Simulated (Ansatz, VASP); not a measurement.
**MgO in VASP and in Ansatz**

```
CELL_PARAMETERS angstrom
0.00000 2.10747 2.10747
2.10747 0.00000 2.10747
2.10747 2.10747 0.00000
ATOMIC_POSITIONS crystal
Mg 0.00000 0.00000 0.00000
O 0.50000 0.50000 0.50000
```

Alike in both runs: functional PBEsol; k mesh 10 × 10 × 10; occupations gaussian, width 0.02 eV; no spin polarisation.

Ansatz relaxed the structure, and its values are those at the end. VASP's run is a single point on that final structure, the one shown.

|  | VASP | Ansatz |
| --- | --- | --- |
| version | VASP 6.6.1 | Ansatz 0.2.0 |
| potentials or method | VASP PAW PBE potentials, release 64 (Mg, O), cutoff 520 eV | scalar-relativistic, plane waves, PAW |
| valence electrons in the cell | 8 | 16 |

|  | VASP | Ansatz | Ansatz less VASP |
| --- | --- | --- | --- |
| gap on the k mesh at the Fermi level (eV) | 4.61 | 4.62 | +0.006 |
| least direct gap on the mesh (eV) | 4.61 | 4.62 | +0.006 |
| pressure (GPa) | -0.6 | 0.0 | +0.60 |

VASP's potentials were made for PBE, not for PBEsol, and Ansatz warns of the same on its side. With one functional, cell and mesh, what is left measures potentials, basis and numerics. VASP's potentials hold 8 valence electrons a cell and Ansatz's 16, so a difference there can come from the potentials and not from the codes.
